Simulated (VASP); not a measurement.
# B (Fd-3m) in VASP: further runs

B is run at these levels: PBE; tasks: single point, relaxation of cell and atoms.

Program: VASP 6.6.1. These are calculated values, not measurements. Logs are shortened: lines on timing, memory, paths and dates and some standing lists are left out, and cuts for length are marked.

## (1) The cell of the first run

Symmetry: Fd-3m, No. 227, cubic system. Conventional cell: a = 8.573 Å, b = 8.573 Å, c = 8.573 Å, α = 90.00°, β = 90.00°, γ = 90.00°. Within 2.2 Å of B (site symmetry 3m) lie 4 B at 1.62 to 1.71 Å.

## (2) Single point, PBE

Input file INCAR:

```
SYSTEM = B
ALGO = Normal ; EDIFF = 1E-6
ENCUT = 520 ; GGA = PE
ISIF = 2 ; ISMEAR = 0
LASPH = .TRUE. ; LCHARG = .FALSE.
LREAL = .FALSE. ; LWAVE = .FALSE.
NBANDS = 22 ; NELM = 100
PREC = Accurate ; SIGMA = 0.1
```

Input file KPOINTS:

```
k-points
0
G
  8 8 8
  0 0 0
```

Input file POSCAR:

```
B
1.0
    0.0000000000      4.2864190923      4.2864190923
    4.2864190923      0.0000000000      4.2864190923
    4.2864190923      4.2864190923      0.0000000000
B
8
Direct
    0.2889916007      0.5703361331      0.5703361331
    0.6796638669      0.6796638669      0.6796638669
    0.6796638669      0.6796638669      0.9610083993
    0.6796638669      0.9610083993      0.6796638669
    0.5703361331      0.2889916007      0.5703361331
    0.5703361331      0.5703361331      0.5703361331
    0.5703361331      0.5703361331      0.2889916007
    0.9610083993      0.6796638669      0.6796638669
```

Potentials or basis: VASP PAW PBE potentials, release 64 (B).

Launch:

```bash
$ cat potpaw_PBE.64/B/POTCAR > POTCAR
$ mpirun -np 1 vasp_std > vasp.out
```

OUTCAR:

```text
SYSTEM = B
   EDIFF = 1E-6
   ENCUT = 520
   GGA = PE
   ISIF = 2
   ISMEAR = 0
   LASPH = .TRUE.
   LREAL = .FALSE.
   NELM = 100
   PREC = Accurate

 ion  position               nearest neighbor table
   1  0.289  0.570  0.570-   8 1.62   6 1.71   7 1.71   5 1.71
   2  0.680  0.680  0.680-   6 1.62   4 1.71   3 1.71   8 1.71
   3  0.680  0.680  0.961-   7 1.62   4 1.71   2 1.71   8 1.71
   4  0.680  0.961  0.680-   5 1.62   3 1.71   2 1.71   8 1.71
   5  0.570  0.289  0.570-   4 1.62   1 1.71   6 1.71   7 1.71
   6  0.570  0.570  0.570-   2 1.62   1 1.71   5 1.71   7 1.71
   7  0.570  0.570  0.289-   3 1.62   1 1.71   5 1.71   6 1.71
   8  0.961  0.680  0.680-   1 1.62   2 1.71   3 1.71   4 1.71

  LATTYP: Found a face centered cubic cell.
 ALAT       =     8.5728381846

  Lattice vectors:

 A1 = (   0.0000000000,   4.2864190923,   4.2864190923)
 A2 = (   4.2864190923,   0.0000000000,   4.2864190923)
 A3 = (   4.2864190923,   4.2864190923,   0.0000000000)

Analysis of symmetry for initial positions (statically):
=====================================================================
 Subroutine PRICEL returns:
 Original cell was already a primitive cell.

 Routine SETGRP: Setting up the symmetry group for a
 face centered cubic supercell.

 Subroutine GETGRP returns: Found 48 space group operations
 (whereof 24 operations were pure point group operations)
 out of a pool of 48 trial point group operations.

The static configuration has the point symmetry T_d .
 The point group associated with its full space group is O_h .

Analysis of symmetry for dynamics (positions and initial velocities):
=====================================================================
 Subroutine PRICEL returns:
 Original cell was already a primitive cell.

 Routine SETGRP: Setting up the symmetry group for a
 face centered cubic supercell.

 Subroutine GETGRP returns: Found 48 space group operations
 (whereof 24 operations were pure point group operations)
 out of a pool of 48 trial point group operations.

The dynamic configuration has the point symmetry T_d .
 The point group associated with its full space group is O_h .

 Subroutine INISYM returns: Found 48 space group operations
 (whereof 24 operations are pure point group operations),
 and found     1 'primitive' translations

----------------------------------------------------------------------------------------

                                     Primitive cell

  volume of cell :     157.5121

  direct lattice vectors                    reciprocal lattice vectors
     0.000000000  4.286419092  4.286419092    -0.116647483  0.116647483  0.116647483
     4.286419092  0.000000000  4.286419092     0.116647483 -0.116647483  0.116647483
     4.286419092  4.286419092  0.000000000     0.116647483  0.116647483 -0.116647483

  length of vectors
     6.061912014  6.061912014  6.061912014     0.202039368  0.202039368  0.202039368

  position of ions in fractional coordinates (direct lattice)
     0.288991601  0.570336133  0.570336133
     0.679663867  0.679663867  0.679663867
     0.679663867  0.679663867  0.961008399
     0.679663867  0.961008399  0.679663867
     0.570336133  0.288991601  0.570336133
     0.570336133  0.570336133  0.570336133
     0.570336133  0.570336133  0.288991601
     0.961008399  0.679663867  0.679663867

  ion indices of the primitive-cell ions
   primitive index   ion index
                 1           1
                 2           2
                 3           3
                 4           4
                 5           5
                 6           6
                 7           7
                 8           8

----------------------------------------------------------------------------------------

 KPOINTS: k-points

Automatic generation of k-mesh.
 Grid dimensions read from file:
 generate k-points for:    8    8    8

 Generating k-lattice:

  Cartesian coordinates                     Fractional coordinates (reciprocal lattice)
    -0.014580935  0.014580935  0.014580935     0.125000000  0.000000000  0.000000000
     0.014580935 -0.014580935  0.014580935     0.000000000  0.125000000  0.000000000
     0.014580935  0.014580935 -0.014580935     0.000000000  0.000000000  0.125000000

  Length of vectors
     0.025254921  0.025254921  0.025254921

  Shift w.r.t. Gamma in fractional coordinates (k-lattice)
     0.000000000  0.000000000  0.000000000

 Subroutine IBZKPT returns following result:
 ===========================================

 Found     29 irreducible k-points:

 Following reciprocal coordinates:
            Coordinates               Weight
  0.000000  0.000000  0.000000      1.000000
  0.125000  0.000000  0.000000      8.000000
  0.250000  0.000000  0.000000      8.000000
  0.375000  0.000000  0.000000      8.000000
  0.500000  0.000000  0.000000      4.000000
  0.125000  0.125000  0.000000      6.000000
[... 16 lines left out ...]
  0.500000  0.250000  0.125000     48.000000
 -0.375000  0.250000  0.125000     24.000000
 [... further k-points ...]
   k-points           NKPTS =     29   k-points in BZ     NKDIM =     29   number of bands    NBANDS=     22
   number of dos      NEDOS =    301   number of ions     NIONS =      8
   total plane-waves  NPLWV = 110592
   dimension x,y,z NGX =    48 NGY =   48 NGZ =   48
   dimension x,y,z NGXF=    96 NGYF=   96 NGZF=   96
   ions per type =               8
   NGX,Y,Z   is equivalent  to a cutoff of  13.16, 13.16, 13.16 a.u.
   NGXF,Y,Z  is equivalent  to a cutoff of  26.33, 26.33, 26.33 a.u.
 SYSTEM =  B
   PREC   = accura    normal or accurate (medium, high low for compatibility)
   ISTART =      0    job   : 0-new  1-cont  2-samecut
   ICHARG =      2    charge: 1-file 2-atom 10-const
   ISPIN  =      1    spin polarized calculation?
   LNONCOLLINEAR =      F non collinear calculations
   LSORBIT =      F    spin-orbit coupling
   LASPH  =      T    aspherical Exc in radial PAW
   ENCUT  =  520.0 eV  38.22 Ry    6.18 a.u.  11.27 11.27 11.27*2*pi/ulx,y,z
   NELM   =    100;   NELMIN=  2; NELMDL= -5     # of ELM steps
   EDIFF  = 0.1E-05   stopping-criterion for ELM
   LREAL  =      F    real-space projection
   EDIFFG = 0.1E-04   stopping-criterion for IOM
   NSW    =      0    number of steps for IOM
   IBRION =     -1    ionic relax: 0-MD 1-quasi-New 2-CG
   NFREE  =      0    steps in history (QN), initial steepest desc. (CG)
   ISIF   =      2    stress and relaxation
   ISYM   =      2    0-nonsym 1-usesym 2-fastsym
   POTIM  = 0.5000    time-step for ionic-motion
   TEBEG  =    0.0;   TEEND  =   0.0 temperature during run
   PSTRESS=    0.0 pullay stress
   NELECT =      24.0000    total number of electrons
   NUPDOWN=      -1.0000    fix difference up-down
   EMIN   =  10.00;   EMAX   =-10.00  energy-range for DOS
   EFERMI =   0.00;   METHOD = LEGACY
   ISMEAR =     0;   SIGMA  =   0.10  broadening in eV -4-tet -1-fermi 0-gaus
   EFERMI_NEDOS =   21; number of points for ismear=-14 and -15
   IALGO  =     38    algorithm
   IMIX   =      4    mixing-type and parameters
     AMIX     =   0.40;   BMIX     =  1.00
     AMIX_MAG =   1.60;   BMIX_MAG =  1.00
  volume/ion in A,a.u.               =      19.69       132.87
  Fermi-wavevector in a.u.,A,eV,Ry     =   0.874394  1.652365 10.402542  0.764565
  Thomas-Fermi vector in A             =   1.993919
   LORBIT       =      0    0 simple, 1 ext, 2 COOP (PROOUT), +10 PAW based schemes
   GGA     = PE    functional components
   LHFCALC =     F    Hartree Fock is set to
   AEXX    =    0.0000 exact exchange contribution
   IVDW    =     0    specifies the selected vdW correction
   LEPSILON=     F    determine dielectric tensor
   LRPA    =     F    only Hartree local field effects (RPA)
 non-spin polarized calculation
 Gauss-broadening in eV      SIGMA  =   0.10
  energy-cutoff  :      520.00
  volume of cell :      157.51
 maximum number of plane-waves:      4279
 NGX is ok and might be reduce to    48
   NGX = 23   NGY = 23   NGZ = 23

 number of electron      24.0000000 magnetization

 Free energy of the ion-electron system (eV)
  ---------------------------------------------------
  ext. energy  EPLUGINS =         0.00000000
  ---------------------------------------------------
  free energy    TOTEN  =       -46.70452036 eV

  energy without entropy =      -46.70113503  energy(sigma->0) =      -46.70282770

 E-fermi :  -1.5170     XC(G=0):  -6.4759

 val. band max:       -1.5228718956   @ k =   0.1250   0.0000   0.0000
 cond. band min:      -1.4703657160   @ k =   0.2500   0.2500   0.0000
 fundamental gap:      0.0525061796
 Fermi energy:        -1.5170057150

 k-point     1 :       0.0000    0.0000    0.0000
  band No.  band energies     occupation
      1     -13.9002      2.00000
      2     -13.1403      2.00000
      3      -7.5159      2.00000
      4      -7.5159      2.00000
      5      -7.5159      2.00000
      6      -6.4013      2.00000
[... 14 lines left out ...]
     21       6.6020      0.00000
     22       7.1512      0.00000

 k-point     2 :       0.1250    0.0000    0.0000
  band No.  band energies     occupation
      1     -13.8801      2.00000
      2     -13.1637      2.00000
      3      -7.5426      2.00000
      4      -7.5426      2.00000
      5      -7.5412      2.00000
      6      -6.4904      2.00000
[... 14 lines left out ...]
     21       6.2489      0.00000
     22       6.8221      0.00000

 k-point     3 :       0.2500    0.0000    0.0000
  band No.  band energies     occupation
      1     -13.8253      2.00000
      2     -13.2263      2.00000
      3      -7.6076      2.00000
      4      -7.6026      2.00000
      5      -7.6026      2.00000
      6      -6.6168      2.00000
[... 14 lines left out ...]
     21       5.7287      0.00000
     22       7.0109      0.00000
[... 476 lines left out ...]
 k-point    23 :       0.5000    0.2500    0.1250
  band No.  band energies     occupation
      1     -13.7060      2.00000
      2     -13.3575      2.00000
      3      -7.8375      2.00000
      4      -7.7264      2.00000
      5      -7.4415      2.00000
      6      -6.8420      2.00000
[... 14 lines left out ...]
     21       6.7383      0.00000
     22       7.0320      0.00000

 k-point    24 :      -0.3750    0.2500    0.1250
  band No.  band energies     occupation
      1     -13.6659      2.00000
      2     -13.4002      2.00000
      3      -7.8690      2.00000
      4      -7.7469      2.00000
      5      -7.4327      2.00000
      6      -6.8701      2.00000
[... 14 lines left out ...]
     21       6.6420      0.00000
     22       7.2815      0.00000

 [... further k-points ...]
[... 5 lines left out ...]
  --------------------------------------------------------------------------------------
  -------------------------------------------------------------------------------------
  Total       -0.0482570     -0.0482570     -0.0482570     -0.0000000      0.0000000     -0.0000000
  in kB       -0.4908594     -0.4908594     -0.4908594     -0.0000000      0.0000000     -0.0000000
  external PRESSURE =      -0.4908594 kB  Pullay stress =       0.0000000 kB

 VOLUME and BASIS-vectors are now :
 -----------------------------------------------------------------------------
  energy-cutoff  :      520.00
  volume of cell :      157.51
      direct lattice vectors                 reciprocal lattice vectors
     0.000000000  4.286419092  4.286419092    -0.116647483  0.116647483  0.116647483
     4.286419092  0.000000000  4.286419092     0.116647483 -0.116647483  0.116647483
     4.286419092  4.286419092  0.000000000     0.116647483  0.116647483 -0.116647483

 POSITION                                       TOTAL-FORCE (eV/Angst)
 -----------------------------------------------------------------------------------
      4.88940      3.68344      3.68344         0.013512     -0.013512     -0.013512
      5.82665      5.82665      5.82665        -0.013512     -0.013512     -0.013512
      7.03261      7.03261      5.82665         0.013512      0.013512     -0.013512
      7.03261      5.82665      7.03261         0.013512     -0.013512      0.013512
      3.68344      4.88940      3.68344        -0.013512      0.013512     -0.013512
      4.88940      4.88940      4.88940         0.013512      0.013512      0.013512
      3.68344      3.68344      4.88940        -0.013512     -0.013512      0.013512
      5.82665      7.03261      7.03261        -0.013512      0.013512      0.013512
 -----------------------------------------------------------------------------------
    total drift:                                0.000000      0.000000     -0.000000

  FREE ENERGIE OF THE ION-ELECTRON SYSTEM (eV)
  ---------------------------------------------------
  free  energy   TOTEN  =       -46.7045203600 eV

  energy  without entropy=      -46.7011350302  energy(sigma->0) =      -46.70282770
```

Run time: 80 s. Hardware: 1 thread of AMD EPYC 7R13 (Zen 3), shared host; peak memory 0.3 GiB.

Results:

* Free energy: -46.7045 eV
* Pressure: 0.0 GPa
* Largest force: 0.023 eV/Å
* Band gap on the k mesh: zero (band 12 reaches -1.37 eV, above the bottom of band 13 at -1.55 eV)

Forces in eV/Å, atoms in the order of the input:
```
B    0.014 -0.014 -0.014
B   -0.014 -0.014 -0.014
B    0.014  0.014 -0.014
B    0.014 -0.014  0.014
B   -0.014  0.014 -0.014
B    0.014  0.014  0.014
B   -0.014 -0.014  0.014
B   -0.014  0.014  0.014
```

Levels at points of the mesh, in eV from the Fermi level:
| k point | band 8 | band 9 | band 10 | band 11 | band 12 | band 13 | band 14 | band 15 | band 16 | band 17 |
| --- | --- | --- | --- | --- | --- | --- | --- | --- | --- | --- |
| (0.00, 0.00, 0.00) | -3.83 | -3.83 | -0.33 | -0.33 | 0.14 | 0.14 | 0.14 | 4.52 | 4.52 | 5.25 |
| (0.50, 0.00, 0.00) | -3.28 | -2.21 | -1.31 | -0.99 | -0.99 | 0.54 | 0.54 | 3.06 | 3.06 | 5.83 |
| (0.50, 0.50, 0.00) | -2.39 | -2.25 | -2.25 | -1.44 | -1.44 | 1.14 | 1.14 | 2.16 | 2.16 | 6.87 |

## (3) Relaxation of cell and atoms, PBE

Input file INCAR:

```
PREC = Accurate ; ENCUT = 600
EDIFF = 1E-7 ; ISMEAR = 0
SIGMA = 0.1 ; LREAL = F
LASPH = T ; NELM = 100
ALGO = Normal ; ISIF = 3
LWAVE = F ; LCHARG = F
GGA = PE ; IBRION = 2
NSW = 100 ; EDIFFG = -0.01
```

Input file KPOINTS:

```
regular mesh
0
Gamma
  8 8 8
```

Input file POSCAR:

```
B
1.0
    0.0000000000      4.2872795380      4.2872795380
    4.2872795380      0.0000000000      4.2872795380
    4.2872795380      4.2872795380      0.0000000000
B
8
Direct
    0.2890129168      0.5703290277      0.5703290277
    0.6796709723      0.6796709723      0.6796709723
    0.6796709723      0.6796709723      0.9609870832
    0.6796709723      0.9609870832      0.6796709723
    0.5703290277      0.2890129168      0.5703290277
    0.5703290277      0.5703290277      0.5703290277
    0.5703290277      0.5703290277      0.2890129168
    0.9609870832      0.6796709723      0.6796709723
```

Potentials or basis: VASP PAW PBE potentials, release 64 (B).

Launch:

```bash
$ cat potpaw_PBE.64/B/POTCAR > POTCAR
$ mpirun -np 1 vasp_std > vasp.out
```

Run time: 2.5 min. Hardware: 1 thread of AMD EPYC 7R13 (Zen 3), shared host; peak memory 0.32 GiB.

It converged, with:

* Free energy: -46.7109 eV
* Relaxed volume: 19.65 Å³/atom
* Relaxed cell: a = 6.058 Å, b = 6.058 Å, c = 6.058 Å, α = 60.00°, β = 60.00°, γ = 60.00°
* Space group after relaxing (to 0.05 Å): Fd-3m (No. 227)
* Energy gained by relaxing: 0.0 meV/atom
* Ionic steps: 4
* Pressure after relaxing: 0.0 GPa
* Largest force after relaxing: 0.007 eV/Å
* Band gap on the k mesh: zero (band 12 reaches -1.37 eV, above the bottom of band 13 at -1.54 eV)

Forces in eV/Å, atoms in the order of the input:
```
B    0.004 -0.004 -0.004
B   -0.004 -0.004 -0.004
B    0.004  0.004 -0.004
B    0.004 -0.004  0.004
B   -0.004  0.004 -0.004
B    0.004  0.004  0.004
B   -0.004 -0.004  0.004
B   -0.004  0.004  0.004
```

The path:
| step | energy change (eV) | largest force (eV/Å) | pressure (GPa) | volume (Å³) |
| --- | --- | --- | --- | --- |
| 1 | 0.0000 | 0.0283 | -0.10 | 157.61 |
| 2 | 0.0001 | 0.0661 | -0.04 | 157.33 |
| 3 | -0.0001 | 0.0117 | -0.07 | 157.49 |
| 4 | -0.0001 | 0.0067 | 0.05 | 157.24 |

Final structure:
```yaml
crystal:
  lattice:
    - [0.00000, 4.28394, 4.28394]
    - [4.28394, 0.00000, 4.28394]
    - [4.28394, 4.28394, 0.00000]
  atoms:
    - { symbol: B, position: [0.28892, 0.57036, 0.57036] }
    - { symbol: B, position: [0.67964, 0.67964, 0.67964] }
    - { symbol: B, position: [0.67964, 0.67964, 0.96108] }
    - { symbol: B, position: [0.67964, 0.96108, 0.67964] }
    - { symbol: B, position: [0.57036, 0.28892, 0.57036] }
    - { symbol: B, position: [0.57036, 0.57036, 0.57036] }
    - { symbol: B, position: [0.57036, 0.57036, 0.28892] }
    - { symbol: B, position: [0.96108, 0.67964, 0.67964] }
```

Levels at points of the mesh, in eV from the Fermi level:
```csv
k point,band 9,band 10,band 11,band 12,band 13,band 14,band 15,band 16
"(0.00, 0.00, 0.00)",-3.83,-0.33,-0.33,0.14,0.14,0.14,4.53,4.53
"(0.50, 0.00, 0.00)",-2.21,-1.30,-0.99,-0.99,0.54,0.54,3.06,3.06
"(0.50, 0.50, 0.00)",-2.26,-2.26,-1.44,-1.44,1.14,1.14,2.17,2.17
```

## (4) Single point, PBE

Input file INCAR:

```
PREC = Accurate
ENCUT = 520
EDIFF = 1E-6
ISMEAR = 0
SIGMA = 0.1
LREAL = F
LASPH = T
NELM = 100
ALGO = Normal
ISIF = 2
LWAVE = F
LCHARG = F
GGA = PE
NBANDS = 22
```

Input file KPOINTS:

```
Automatic mesh
0
Gamma
  4 4 4
```

Input file POSCAR:

```
B
1.0
    0.0000000000      4.2872795380      4.2872795380
    4.2872795380      0.0000000000      4.2872795380
    4.2872795380      4.2872795380      0.0000000000
B
8
Direct
    0.7890129168      0.0703290277      0.0703290277
    0.1796709723      0.1796709723      0.1796709723
    0.1796709723      0.1796709723      0.4609870832
    0.1796709723      0.4609870832      0.1796709723
    0.0703290277      0.7890129168      0.0703290277
    0.0703290277      0.0703290277      0.0703290277
    0.0703290277      0.0703290277      0.7890129168
    0.4609870832      0.1796709723      0.1796709723
```

Launch:

```bash
$ cat potpaw_PBE.64/B/POTCAR > POTCAR
$ mpirun -np 1 vasp_std > vasp.out
```

Wall time 26 s (1 thread of AMD EPYC 7R13 (Zen 3), shared host); peak memory 0.27 GiB.

The run converged. Its results:

```yaml
Free_energy: -46.7058 eV
Pressure: -0.1 GPa
Largest_force: 0.023 eV/Å
Band_gap_on_the_k_mesh: zero (band 12 reaches -1.38 eV, above the bottom of band 13 at -1.47 eV)
```

Forces on the atoms (eV/Å):
```
B    0.013 -0.013 -0.013
B   -0.013 -0.013 -0.013
B    0.013  0.013 -0.013
B    0.013 -0.013  0.013
B   -0.013  0.013 -0.013
B    0.013  0.013  0.013
B   -0.013 -0.013  0.013
B   -0.013  0.013  0.013
```

Levels at points of the mesh, in eV from the Fermi level:
```tsv
k point	band 10	band 11	band 12	band 13	band 14	band 15
(0.00, 0.00, 0.00)	-0.30	-0.30	0.16	0.16	0.16	4.54
(0.50, 0.00, 0.00)	-1.28	-0.96	-0.96	0.56	0.56	3.08
(0.50, 0.50, 0.00)	-2.23	-1.41	-1.41	1.16	1.16	2.18
```

(Part 1 of 2 ends here.)
